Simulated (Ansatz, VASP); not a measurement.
Rh in VASP and in Ansatz

Contents of INCAR:

```
  PREC = Accurate
  ENCUT = 520
  EDIFF = 1E-7
  ISMEAR = -1
  SIGMA = 0.05
  LREAL = F
  LASPH = T
  NELM = 80
  ALGO = Fast
  ISIF = 2
  LWAVE = F
  LCHARG = T
  GGA = PS
  LELF = T
  LVHAR = T
  NBANDS = 38
```

The input KPOINTS:

```
regular mesh
0
Gamma
  11 11 3
```

Contents of POSCAR:

```
Rh
1.0
    2.7445373327      0.0000000000      0.0000000000
   -1.3722686664      2.3768390518      0.0000000000
    0.0000000000      0.0000000000      8.9706251171
Rh
4
Direct
    0.6666666667      0.3333333333      0.7500000000
    0.0000000000      0.0000000000      0.5000000000
    0.3333333333      0.6666666667      0.2500000000
    0.0000000000      0.0000000000      0.0000000000
```

The input input.yaml:

```yaml
crystal:
  lattice:
    - [2.7445373327, 0.0, 0.0]
    - [-1.3722686664, 2.3768390518, 0.0]
    - [0.0, 0.0, 8.9706251171]
  atoms:
    - { symbol: Rh, position: [0.6666666667, 0.3333333333, 0.75] }
    - { symbol: Rh, position: [0.0, 0.0, 0.5] }
    - { symbol: Rh, position: [0.3333333333, 0.6666666667, 0.25] }
    - { symbol: Rh, position: [0.0, 0.0, 0.0] }
kpoints:
  mp_grid: { grid: [11, 11, 3] }
scf:
  occupations: { method: fermi_dirac, width: 0.05 }
hamiltonian:
  xc: pbesol
  pseudopotentials: { kind: all_electron, lapw: { basis_error: 0.001 } }
output:
  forces: true
  stress: true
  eigenvalues: true
```

Change from the starting cell: volume scaled by 1.06.

Alike in both runs: task single point; functional PBEsol; k mesh 11 × 11 × 3; occupations fermi-dirac, width 0.05 eV; no spin polarisation.

|  | VASP | Ansatz |
| --- | --- | --- |
| version | VASP 6.6.1 | Ansatz 0.2.0 |
| potentials or method | VASP PAW PBE potentials, release 64 (Rh_pv), cutoff 520 eV | all-electron LAPW, scalar-relativistic |

```tsv
	VASP	Ansatz	Ansatz less VASP
gap on the k mesh at the Fermi level (eV)	none	none	-
pressure (GPa)	-18.8	-18.8	+0.02
traceless stress, the component that is largest in VASP (GPa)	-0.99	-0.99	-0.004
```

VASP's potentials were made for PBE, not for PBEsol. A gap of «none» marks a metal or a gap that the smearing closes. Ansatz ran all-electron here, and VASP with PAW potentials.
